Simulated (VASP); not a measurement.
# KF (P4/mmm) in VASP: a series of runs

The runs below take KF through single point, with PBEsol.

Everything below comes from runs of VASP 6.6.1. Logs are shortened: lines on timing, memory, paths and dates and some standing lists are left out, and cuts for length are marked.

## Step 1: The cell of the first run

It takes space group P4/mmm (No. 123, tetragonal). Conventional cell: a = 3.259 Å, b = 3.259 Å, c = 3.389 Å, α = 90.00°, β = 90.00°, γ = 90.00°. Within 3.8 Å of K (site symmetry 4/mmm) lie 8 F at 2.86 Å and 6 K at 3.26 to 3.39 Å. Within 3.8 Å of F (site symmetry 4/mmm) lie 8 K at 2.86 Å and 6 F at 3.26 to 3.39 Å.

## Step 2: Single point, PBEsol (strain +0.000 along x and y, +0.040 along z)

The input, INCAR:

```
PREC = Accurate
ENCUT = 520
EDIFF = 1E-7
ISMEAR = 0
SIGMA = 0.05
LREAL = False
LASPH = True
NELM = 80
ALGO = Normal
ISIF = 2
LWAVE = False
LCHARG = False
GGA = PS
NBANDS = 15
```

The input, KPOINTS:

```
regular mesh
0
Gamma
  8 8 8
```

The input, POSCAR:

```
KF
1.0
    3.2589550000      0.0000000000      0.0000000000
    0.0000000000      3.2589550000      0.0000000000
    0.0000000000      0.0000000000      3.3893132000
K F
1 1
Direct
    0.0000000000      0.0000000000      0.0000000000
    0.5000000000      0.5000000000      0.5000000000
```

Potentials or basis: VASP PAW PBE potentials, release 64 (K_sv, F).

Launch:

```bash
$ cat potpaw_PBE.64/K_sv/POTCAR potpaw_PBE.64/F/POTCAR > POTCAR
$ mpirun -np 1 vasp_std > vasp.out
```

OUTCAR:

```text
PREC = Accurate
   ENCUT = 520
   EDIFF = 1E-7
   ISMEAR = 0
   LREAL = False
   LASPH = True
   NELM = 80
   ISIF = 2
   GGA = PS

 ion  position               nearest neighbor table
   1  0.000  0.000  0.000-
   2  0.500  0.500  0.500-

  LATTYP: Found a simple tetragonal cell.
 ALAT       =     3.2589550000
 C/A-ratio  =     1.0400000000

  Lattice vectors:

 A1 = (   3.2589550000,   0.0000000000,   0.0000000000)
 A2 = (   0.0000000000,   3.2589550000,   0.0000000000)
 A3 = (   0.0000000000,   0.0000000000,   3.3893132000)

Analysis of symmetry for initial positions (statically):
=====================================================================
 Subroutine PRICEL returns:
 Original cell was already a primitive cell.

 Routine SETGRP: Setting up the symmetry group for a
 simple tetragonal supercell.

 Subroutine GETGRP returns: Found 16 space group operations
 (whereof 16 operations were pure point group operations)
 out of a pool of 16 trial point group operations.

The static configuration has the point symmetry D_4h.

Analysis of symmetry for dynamics (positions and initial velocities):
=====================================================================
 Subroutine PRICEL returns:
 Original cell was already a primitive cell.

 Routine SETGRP: Setting up the symmetry group for a
 simple tetragonal supercell.

 Subroutine GETGRP returns: Found 16 space group operations
 (whereof 16 operations were pure point group operations)
 out of a pool of 16 trial point group operations.

The dynamic configuration has the point symmetry D_4h.

 Subroutine INISYM returns: Found 16 space group operations
 (whereof 16 operations are pure point group operations),
 and found     1 'primitive' translations

----------------------------------------------------------------------------------------

                                     Primitive cell

  volume of cell :      35.9972

  direct lattice vectors                    reciprocal lattice vectors
     3.258955000  0.000000000  0.000000000     0.306846827  0.000000000  0.000000000
     0.000000000  3.258955000  0.000000000     0.000000000  0.306846827  0.000000000
     0.000000000  0.000000000  3.389313200     0.000000000  0.000000000  0.295045026

  length of vectors
     3.258955000  3.258955000  3.389313200     0.306846827  0.306846827  0.295045026

  position of ions in fractional coordinates (direct lattice)
     0.000000000  0.000000000  0.000000000
     0.500000000  0.500000000  0.500000000

  ion indices of the primitive-cell ions
   primitive index   ion index
                 1           1
                 2           2

----------------------------------------------------------------------------------------

 KPOINTS: regular mesh

Automatic generation of k-mesh.
 Grid dimensions read from file:
 generate k-points for:    8    8    8

 Generating k-lattice:

  Cartesian coordinates                     Fractional coordinates (reciprocal lattice)
     0.038355853  0.000000000  0.000000000     0.125000000  0.000000000  0.000000000
     0.000000000  0.038355853  0.000000000     0.000000000  0.125000000  0.000000000
     0.000000000  0.000000000  0.036880628     0.000000000  0.000000000  0.125000000

  Length of vectors
     0.038355853  0.038355853  0.036880628

  Shift w.r.t. Gamma in fractional coordinates (k-lattice)
     0.000000000  0.000000000  0.000000000

 Subroutine IBZKPT returns following result:
 ===========================================

 Found     75 irreducible k-points:

 Following reciprocal coordinates:
            Coordinates               Weight
  0.000000  0.000000  0.000000      1.000000
  0.125000  0.000000  0.000000      4.000000
  0.250000  0.000000  0.000000      4.000000
  0.375000  0.000000  0.000000      4.000000
  0.500000  0.000000  0.000000      2.000000
  0.125000  0.125000  0.000000      4.000000
[... 16 lines left out ...]
  0.375000  0.125000  0.125000     16.000000
  0.500000  0.125000  0.125000      8.000000
 [... further k-points ...]
   k-points           NKPTS =     75   k-points in BZ     NKDIM =     75   number of bands    NBANDS=     15
   number of dos      NEDOS =    301   number of ions     NIONS =      2
   total plane-waves  NPLWV =  16128
   dimension x,y,z NGX =    24 NGY =   24 NGZ =   28
   dimension x,y,z NGXF=    48 NGYF=   48 NGZF=   56
   ions per type =               1   1
   NGX,Y,Z   is equivalent  to a cutoff of  12.24, 12.24, 13.73 a.u.
   NGXF,Y,Z  is equivalent  to a cutoff of  24.49, 24.49, 27.47 a.u.
 SYSTEM =  unknown system
   PREC   = accura    normal or accurate (medium, high low for compatibility)
   ISTART =      0    job   : 0-new  1-cont  2-samecut
   ICHARG =      2    charge: 1-file 2-atom 10-const
   ISPIN  =      1    spin polarized calculation?
   LNONCOLLINEAR =      F non collinear calculations
   LSORBIT =      F    spin-orbit coupling
   LASPH  =      T    aspherical Exc in radial PAW
   ENCUT  =  520.0 eV  38.22 Ry    6.18 a.u.   6.06  6.06  6.30*2*pi/ulx,y,z
   NELM   =     80;   NELMIN=  2; NELMDL= -5     # of ELM steps
   EDIFF  = 0.1E-06   stopping-criterion for ELM
   LREAL  =      F    real-space projection
   EDIFFG = 0.1E-05   stopping-criterion for IOM
   NSW    =      0    number of steps for IOM
   IBRION =     -1    ionic relax: 0-MD 1-quasi-New 2-CG
   NFREE  =      0    steps in history (QN), initial steepest desc. (CG)
   ISIF   =      2    stress and relaxation
   ISYM   =      2    0-nonsym 1-usesym 2-fastsym
   POTIM  = 0.5000    time-step for ionic-motion
   TEBEG  =    0.0;   TEEND  =   0.0 temperature during run
   PSTRESS=    0.0 pullay stress
   NELECT =      16.0000    total number of electrons
   NUPDOWN=      -1.0000    fix difference up-down
   EMIN   =  10.00;   EMAX   =-10.00  energy-range for DOS
   EFERMI =   0.00;   METHOD = LEGACY
   ISMEAR =     0;   SIGMA  =   0.05  broadening in eV -4-tet -1-fermi 0-gaus
   EFERMI_NEDOS =   21; number of points for ismear=-14 and -15
   IALGO  =     38    algorithm
   IMIX   =      4    mixing-type and parameters
     AMIX     =   0.40;   BMIX     =  1.00
     AMIX_MAG =   1.60;   BMIX_MAG =  1.00
  volume/ion in A,a.u.               =      18.00       121.46
  Fermi-wavevector in a.u.,A,eV,Ry     =   1.249373  2.360972 21.237771  1.560932
  Thomas-Fermi vector in A             =   2.383416
   LORBIT       =      0    0 simple, 1 ext, 2 COOP (PROOUT), +10 PAW based schemes
   GGA     = PS    functional components
   LHFCALC =     F    Hartree Fock is set to
   AEXX    =    0.0000 exact exchange contribution
   IVDW    =     0    specifies the selected vdW correction
   LEPSILON=     F    determine dielectric tensor
   LRPA    =     F    only Hartree local field effects (RPA)
 non-spin polarized calculation
 Gauss-broadening in eV      SIGMA  =   0.05
  energy-cutoff  :      520.00
  volume of cell :       36.00
 maximum number of plane-waves:       994
   NGX = 13   NGY = 13   NGZ = 13

 number of electron      15.9999991 magnetization

 Free energy of the ion-electron system (eV)
  ---------------------------------------------------
  ext. energy  EPLUGINS =         0.00000000
  ---------------------------------------------------
  free energy    TOTEN  =        -8.30634682 eV

  energy without entropy =       -8.30634682  energy(sigma->0) =       -8.30634682

 E-fermi :  -1.9795     XC(G=0):  -9.0573

 val. band max:       -2.2137395270   @ k =   0.5000   0.0000   0.5000
 cond. band min:       3.5760043078   @ k =   0.0000   0.0000   0.0000
 fundamental gap:      5.7897438348
 Fermi energy:        -1.9795065577

 k-point     1 :       0.0000    0.0000    0.0000
  band No.  band energies     occupation
      1     -29.2041      2.00000
      2     -21.0000      2.00000
      3     -12.3880      2.00000
      4     -12.3077      2.00000
      5     -12.3077      2.00000
      6      -2.3985      2.00000
      7      -2.2702      2.00000
      8      -2.2702      2.00000
      9       3.5760      0.00000
     10       5.8582      0.00000
     11       5.9338      0.00000
     12      11.2663      0.00000
     13      11.2663      0.00000
     14      11.5054      0.00000
     15      17.3503      0.00000

 k-point     2 :       0.1250    0.0000    0.0000
  band No.  band energies     occupation
      1     -29.1863      2.00000
      2     -21.0011      2.00000
      3     -12.4210      2.00000
      4     -12.3710      2.00000
      5     -12.2924      2.00000
      6      -2.4771      2.00000
      7      -2.4137      2.00000
      8      -2.2801      2.00000
      9       3.9926      0.00000
     10       6.0024      0.00000
     11       6.2612      0.00000
     12      10.9626      0.00000
     13      11.2018      0.00000
     14      11.3177      0.00000
     15      16.9819      0.00000

 k-point     3 :       0.2500    0.0000    0.0000
  band No.  band energies     occupation
      1     -29.1429      2.00000
      2     -21.0039      2.00000
      3     -12.6824      2.00000
      4     -12.3298      2.00000
      5     -12.2553      2.00000
      6      -2.9188      2.00000
      7      -2.4521      2.00000
      8      -2.3052      2.00000
      9       5.0244      0.00000
     10       6.3475      0.00000
     11       7.1067      0.00000
     12      10.3575      0.00000
     13      10.5898      0.00000
     14      11.4460      0.00000
     15      15.5003      0.00000
[... 343 lines left out ...]
 k-point    23 :       0.3750    0.1250    0.1250
  band No.  band energies     occupation
      1     -29.0728      2.00000
      2     -20.9845      2.00000
      3     -12.9393      2.00000
      4     -12.3763      2.00000
      5     -12.3393      2.00000
      6      -3.1725      2.00000
      7      -2.5623      2.00000
      8      -2.4071      2.00000
      9       6.4943      0.00000
     10       7.1788      0.00000
     11       7.8618      0.00000
     12       9.4108      0.00000
     13      10.1168      0.00000
     14      10.7394      0.00000
     15      14.7439      0.00000

 k-point    24 :       0.5000    0.1250    0.1250
  band No.  band energies     occupation
      1     -29.0551      2.00000
      2     -20.9818      2.00000
      3     -13.0422      2.00000
      4     -12.3675      2.00000
      5     -12.3235      2.00000
      6      -3.2930      2.00000
      7      -2.5765      2.00000
      8      -2.3965      2.00000
      9       7.1850      0.00000
     10       7.3801      0.00000
     11       7.5077      0.00000
     12       9.1810      0.00000
     13      10.5771      0.00000
     14      10.7374      0.00000
     15      14.1542      0.00000

 [... further k-points ...]

------------------------ aborting loop because EDIFF is reached ----------------------------------------

  FORCE on cell =-STRESS in cart. coord.  units (eV):
  Direction    XX          YY          ZZ          XY          YZ          ZX
  --------------------------------------------------------------------------------------
  -------------------------------------------------------------------------------------
  Total       -0.5268645     -0.5268645     -1.2394879      0.0000000      0.0000000      0.0000000
  in kB      -23.4499061    -23.4499061    -55.1676465      0.0000000      0.0000000      0.0000000
  external PRESSURE =     -34.0224862 kB  Pullay stress =       0.0000000 kB

 VOLUME and BASIS-vectors are now :
 -----------------------------------------------------------------------------
  energy-cutoff  :      520.00
  volume of cell :       36.00
      direct lattice vectors                 reciprocal lattice vectors
     3.258955000  0.000000000  0.000000000     0.306846827  0.000000000  0.000000000
     0.000000000  3.258955000  0.000000000     0.000000000  0.306846827  0.000000000
     0.000000000  0.000000000  3.389313200     0.000000000  0.000000000  0.295045026

 POSITION                                       TOTAL-FORCE (eV/Angst)
 -----------------------------------------------------------------------------------
      0.00000      0.00000      0.00000         0.000000      0.000000      0.000000
      1.62948      1.62948      1.69466         0.000000      0.000000      0.000000
 -----------------------------------------------------------------------------------
    total drift:                                0.000000      0.000000     -0.000000

  FREE ENERGIE OF THE ION-ELECTRON SYSTEM (eV)
  ---------------------------------------------------
  free  energy   TOTEN  =        -8.3063468165 eV

  energy  without entropy=       -8.3063468165  energy(sigma->0) =       -8.30634682
```

Wall time 46 s (1 thread of Intel Xeon 8259CL, shared host); peak memory 0.17 GiB.

What came out:

```yaml
Free_energy: -8.3063 eV
Pressure: -3.4 GPa
Band_gap_on_the_k_mesh: 5.79 eV (least direct gap 5.85 eV)
```

Caveat: the cell differs from its parent crystal (strain +0.000 along x and y, +0.040 along z); the cell stands under tension; the PAW data sets were made with another functional, which shifts forces and pressure a little. A k mesh can miss the band edges.

(Continued in part 2 of 2.)
